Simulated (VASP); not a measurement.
# La4H (C2/m) in VASP: single point with PBE

Aim: the single point of La4H with PBE.

Program: VASP 6.6.1. These are calculated values, not measurements. Logs are shortened: lines on timing, memory, paths and dates and some standing lists are left out, and cuts for length are marked.

## (1) The cell of the first run

It takes space group C2/m (No. 12, monoclinic). The conventional cell has a = 13.857 Å, b = 3.809 Å, c = 6.603 Å, α = 90.00°, β = 118.22°, γ = 90.00°. Within 3.5 Å of La (site symmetry m) lie 1 H at 2.64 Å. La (site symmetry m) has 2 H at 2.66 Å within 3.5 Å. Within 3.5 Å of H (site symmetry 2/m) lie 6 La at 2.64 to 2.66 Å.

## (2) Single point, PBE

The input, INCAR:

```
SYSTEM = La4H
PREC     = Accurate       ! precision mode
ENCUT    = 520            ! plane-wave cutoff, eV
EDIFF    = 1E-6           ! SCF threshold, eV
ISMEAR   = -1             ! smearing method
SIGMA    = 0.15           ! smearing width, eV
LREAL    = .FALSE.        ! projectors in reciprocal space
LASPH    = .TRUE.         ! aspherical terms in the spheres
NELM     = 80             ! most SCF steps
ALGO     = Normal         ! electronic algorithm
ISIF     = 2              ! what is computed and relaxed
LWAVE    = .FALSE.        ! write WAVECAR
LCHARG   = .FALSE.        ! write CHGCAR
GGA      = PE             ! functional
NBANDS   = 30             ! bands
```

The input, KPOINTS:

```
regular mesh
0
G
  10 10 6
  0 0 0
```

The input, POSCAR:

```
La4H
1.0
    6.9286283255     -1.9046182203     -0.0289316553
    6.9286283255      1.9046182203     -0.0289316553
   -3.0982002236      0.0000000000      5.8313775553
La H
4 1
Direct
    0.1218723907      0.1218723907      0.4508346401
    0.6222346144      0.6222346144      0.9558283360
    0.8781276093      0.8781276093      0.5491653599
    0.3777653856      0.3777653856      0.0441716640
    0.0000000000      0.0000000000      0.0000000000
```

Potentials or basis: VASP PAW PBE potentials, release 64 (La, H).

The run is started by

```console
$ cat potpaw_PBE.64/La/POTCAR potpaw_PBE.64/H/POTCAR > POTCAR
$ mpirun -np 1 vasp_std > vasp.out
```

OUTCAR:

```text
SYSTEM = La4H
   PREC = Accurate
   ENCUT = 520
   EDIFF = 1E-6
   ISMEAR = -1
   LREAL = .FALSE.
   LASPH = .TRUE.
   NELM = 80
   ISIF = 2
   GGA = PE

 ion  position               nearest neighbor table
   1  0.122  0.122  0.451-
   2  0.622  0.622  0.956-
   3  0.878  0.878  0.549-
   4  0.378  0.378  0.044-
   5  0.000  0.000  0.000-

  LATTYP: Found a base centered monoclinic cell.
 ALAT       =    13.8573774595
 B/A-ratio  =     0.2748886975
 C/A-ratio  =     0.4765200367
 COS(beta)  =    -0.4728718038

  Lattice vectors:

 A1 = (   6.9286283255,  -1.9046182203,  -0.0289316553)
 A2 = (   6.9286283255,   1.9046182203,  -0.0289316553)
 A3 = (  -3.0982002236,   0.0000000000,   5.8313775553)

Analysis of symmetry for initial positions (statically):
=====================================================================
 Subroutine PRICEL returns:
 Original cell was already a primitive cell.

 Routine SETGRP: Setting up the symmetry group for a
 base centered monoclinic supercell.

 Subroutine GETGRP returns: Found  4 space group operations
 (whereof  4 operations were pure point group operations)
 out of a pool of  4 trial point group operations.

The static configuration has the point symmetry C_2h.

Analysis of symmetry for dynamics (positions and initial velocities):
=====================================================================
 Subroutine PRICEL returns:
 Original cell was already a primitive cell.

 Routine SETGRP: Setting up the symmetry group for a
 base centered monoclinic supercell.

 Subroutine GETGRP returns: Found  4 space group operations
 (whereof  4 operations were pure point group operations)
 out of a pool of  4 trial point group operations.

The dynamic configuration has the point symmetry C_2h.

 Subroutine INISYM returns: Found  4 space group operations
 (whereof  4 operations are pure point group operations),
 and found     1 'primitive' translations

----------------------------------------------------------------------------------------

                                     Primitive cell

  volume of cell :     153.5648

  direct lattice vectors                    reciprocal lattice vectors
     6.928628326 -1.904618220 -0.028931655     0.072324810 -0.262519803  0.038426039
     6.928628326  1.904618220 -0.028931655     0.072324810  0.262519803  0.038426039
    -3.098200224  0.000000000  5.831377555     0.000717661  0.000000000  0.171867359

  length of vectors
     7.185700946  7.185700946  6.603318016     0.274998338  0.274998338  0.171868857

  position of ions in fractional coordinates (direct lattice)
     0.121872391  0.121872391  0.450834640
     0.622234614  0.622234614  0.955828336
     0.878127609  0.878127609  0.549165360
     0.377765386  0.377765386  0.044171664
     0.000000000  0.000000000  0.000000000

  ion indices of the primitive-cell ions
   primitive index   ion index
                 1           1
                 2           2
                 3           3
                 4           4
                 5           5

----------------------------------------------------------------------------------------

 KPOINTS: regular mesh

Automatic generation of k-mesh.
 Grid dimensions read from file:
 generate k-points for:   10   10    6

 Generating k-lattice:

  Cartesian coordinates                     Fractional coordinates (reciprocal lattice)
     0.007232481 -0.026251980  0.003842604     0.100000000 -0.000000000  0.000000000
     0.007232481  0.026251980  0.003842604    -0.000000000  0.100000000  0.000000000
     0.000119610  0.000000000  0.028644560     0.000000000  0.000000000  0.166666667

  Length of vectors
     0.027499834  0.027499834  0.028644810

  Shift w.r.t. Gamma in fractional coordinates (k-lattice)
     0.000000000  0.000000000  0.000000000

 Subroutine IBZKPT returns following result:
 ===========================================

 Found    172 irreducible k-points:

 Following reciprocal coordinates:
            Coordinates               Weight
  0.000000  0.000000  0.000000      1.000000
  0.100000 -0.000000  0.000000      4.000000
  0.200000 -0.000000  0.000000      4.000000
  0.300000  0.000000  0.000000      4.000000
  0.400000  0.000000  0.000000      4.000000
  0.500000 -0.000000  0.000000      2.000000
[... 16 lines left out ...]
  0.300000  0.300000  0.000000      2.000000
  0.400000  0.300000 -0.000000      4.000000
 [... further k-points ...]
   k-points           NKPTS =    172   k-points in BZ     NKDIM =    172   number of bands    NBANDS=     30
   number of dos      NEDOS =    301   number of ions     NIONS =      5
   total plane-waves  NPLWV = 145800
   dimension x,y,z NGX =    54 NGY =   54 NGZ =   50
   dimension x,y,z NGXF=   108 NGYF=  108 NGZF=  100
   ions per type =               4   1
   NGX,Y,Z   is equivalent  to a cutoff of  12.49, 12.49, 12.59 a.u.
   NGXF,Y,Z  is equivalent  to a cutoff of  24.99, 24.99, 25.18 a.u.
 SYSTEM =  La4H
   PREC   = accura    normal or accurate (medium, high low for compatibility)
   ISTART =      0    job   : 0-new  1-cont  2-samecut
   ICHARG =      2    charge: 1-file 2-atom 10-const
   ISPIN  =      1    spin polarized calculation?
   LNONCOLLINEAR =      F non collinear calculations
   LSORBIT =      F    spin-orbit coupling
   LASPH  =      T    aspherical Exc in radial PAW
   ENCUT  =  520.0 eV  38.22 Ry    6.18 a.u.  13.36 13.36 12.28*2*pi/ulx,y,z
   NELM   =     80;   NELMIN=  2; NELMDL= -5     # of ELM steps
   EDIFF  = 0.1E-05   stopping-criterion for ELM
   LREAL  =      F    real-space projection
   EDIFFG = 0.1E-04   stopping-criterion for IOM
   NSW    =      0    number of steps for IOM
   IBRION =     -1    ionic relax: 0-MD 1-quasi-New 2-CG
   NFREE  =      0    steps in history (QN), initial steepest desc. (CG)
   ISIF   =      2    stress and relaxation
   ISYM   =      2    0-nonsym 1-usesym 2-fastsym
   POTIM  = 0.5000    time-step for ionic-motion
   TEBEG  =    0.0;   TEEND  =   0.0 temperature during run
   PSTRESS=    0.0 pullay stress
   NELECT =      45.0000    total number of electrons
   NUPDOWN=      -1.0000    fix difference up-down
   EMIN   =  10.00;   EMAX   =-10.00  energy-range for DOS
   EFERMI =   0.00;   METHOD = LEGACY
   ISMEAR =    -1;   SIGMA  =   0.15  broadening in eV -4-tet -1-fermi 0-gaus
   EFERMI_NEDOS =   21; number of points for ismear=-14 and -15
   IALGO  =     38    algorithm
   IMIX   =      4    mixing-type and parameters
     AMIX     =   0.40;   BMIX     =  1.00
     AMIX_MAG =   1.60;   BMIX_MAG =  1.00
  volume/ion in A,a.u.               =      30.71       207.26
  Fermi-wavevector in a.u.,A,eV,Ry     =   1.087381  2.054852 16.087494  1.182397
  Thomas-Fermi vector in A             =   2.223539
   LORBIT       =      0    0 simple, 1 ext, 2 COOP (PROOUT), +10 PAW based schemes
   GGA     = PE    functional components
   LHFCALC =     F    Hartree Fock is set to
   AEXX    =    0.0000 exact exchange contribution
   IVDW    =     0    specifies the selected vdW correction
   LEPSILON=     F    determine dielectric tensor
   LRPA    =     F    only Hartree local field effects (RPA)
 non-spin polarized calculation
  energy-cutoff  :      520.00
  volume of cell :      153.56
 maximum number of plane-waves:      4155
 NGX is ok and might be reduce to    54
   NGX = 27   NGY = 27   NGZ = 25

 number of electron      45.0000001 magnetization

 Free energy of the ion-electron system (eV)
  ---------------------------------------------------
  ext. energy  EPLUGINS =         0.00000000
  ---------------------------------------------------
  free energy    TOTEN  =       -23.74596751 eV

  energy without entropy =      -23.20378939  energy(sigma->0) =      -23.47487845

 E-fermi :   7.6662     XC(G=0):  -9.5249

 val. band max:        7.6657363971   @ k =  -0.3000   0.1000   0.1667
 cond. band min:       7.6680521334   @ k =  -0.2000  -0.3000   0.1667
 fundamental gap:      0.0023157363
 Fermi energy:         7.6661830119

 k-point     1 :       0.0000    0.0000    0.0000
  band No.  band energies     occupation
      1     -25.2370      2.00000
      2     -25.0482      2.00000
      3     -25.0387      2.00000
      4     -25.0301      2.00000
      5      -9.6303      2.00000
      6      -9.5071      2.00000
[... 22 lines left out ...]
     29       9.2492      0.00005
     30       9.2658      0.00005

 k-point     2 :       0.1000   -0.0000    0.0000
  band No.  band energies     occupation
      1     -25.2253      2.00000
      2     -25.0450      2.00000
      3     -25.0377      2.00000
      4     -25.0258      2.00000
      5      -9.5941      2.00000
      6      -9.4863      2.00000
[... 22 lines left out ...]
     29       9.0636      0.00018
     30       9.1718      0.00009

 k-point     3 :       0.2000   -0.0000    0.0000
  band No.  band energies     occupation
      1     -25.1928      2.00000
      2     -25.0367      2.00000
      3     -25.0321      2.00000
      4     -25.0189      2.00000
      5      -9.4950      2.00000
      6      -9.4110      2.00000
[... 22 lines left out ...]
     29       9.1439      0.00011
     30       9.2367      0.00006

 k-point     4 :       0.3000    0.0000    0.0000
  band No.  band energies     occupation
      1     -25.1471      2.00000
      2     -25.0265      2.00000
      3     -25.0232      2.00000
      4     -25.0173      2.00000
      5      -9.3681      2.00000
      6      -9.3034      2.00000
[... 616 lines left out ...]
     29       9.0560      0.00019
     30       9.1101      0.00013

 k-point    23 :       0.3000    0.3000    0.0000
  band No.  band energies     occupation
      1     -25.2006      2.00000
      2     -25.0856      2.00000
      3     -25.0623      2.00000
      4     -25.0074      2.00000
      5      -9.5245      2.00000
      6      -9.3624      2.00000
[... 22 lines left out ...]
     29       9.0341      0.00022
     30       9.0952      0.00015

 k-point    24 :       0.4000    0.3000   -0.0000
  band No.  band energies     occupation
      1     -25.1800      2.00000
      2     -25.0912      2.00000
      3     -25.0598      2.00000
      4     -25.0048      2.00000
      5      -9.4761      2.00000
      6      -9.2785      2.00000
[... 22 lines left out ...]
     29       9.0918      0.00015
     30       9.2018      0.00007

 [... further k-points ...]

------------------------ aborting loop because EDIFF is reached ----------------------------------------

  FORCE on cell =-STRESS in cart. coord.  units (eV):
  Direction    XX          YY          ZZ          XY          YZ          ZX
  --------------------------------------------------------------------------------------
  -------------------------------------------------------------------------------------
  Total        0.0322084      0.0329193      0.0340154      0.0000000      0.0000000     -0.0018043
  in kB        0.3360372      0.3434549      0.3548900      0.0000000      0.0000000     -0.0188252
  external PRESSURE =       0.3447940 kB  Pullay stress =       0.0000000 kB

 VOLUME and BASIS-vectors are now :
 -----------------------------------------------------------------------------
  energy-cutoff  :      520.00
  volume of cell :      153.56
      direct lattice vectors                 reciprocal lattice vectors
     6.928628326 -1.904618220 -0.028931655     0.072324810 -0.262519803  0.038426039
     6.928628326  1.904618220 -0.028931655     0.072324810  0.262519803  0.038426039
    -3.098200224  0.000000000  5.831377555     0.000717661  0.000000000  0.171867359

 POSITION                                       TOTAL-FORCE (eV/Angst)
 -----------------------------------------------------------------------------------
      0.29204      0.00000      2.62194         0.000530     -0.000000     -0.000039
      5.66112      0.00000      5.53779        -0.000468     -0.000000     -0.000202
     10.46702      0.00000      3.15158        -0.000530     -0.000000      0.000039
      5.09794      0.00000      0.23572         0.000468     -0.000000      0.000202
      0.00000      0.00000      0.00000         0.000000      0.000000      0.000000
 -----------------------------------------------------------------------------------
    total drift:                                0.000000     -0.000000     -0.000000

  FREE ENERGIE OF THE ION-ELECTRON SYSTEM (eV)
  ---------------------------------------------------
  free  energy   TOTEN  =       -23.7459675136 eV

  energy  without entropy=      -23.2037893878  energy(sigma->0) =      -23.47487845
```

Run time: 15 min. Hardware: 1 thread of Intel Xeon 6975P-C (Granite Rapids), shared host; peak memory 0.86 GiB.

Results:

| Property | Result |
| --- | --- |
| Free energy | -23.7460 eV |
| Pressure | 0.0 GPa |
| Band gap on the k mesh | zero (an odd number of electrons rules out a gap without spin polarisation) |

Caveat: spin-orbit coupling is left out, which moves the levels of the heavy elements.
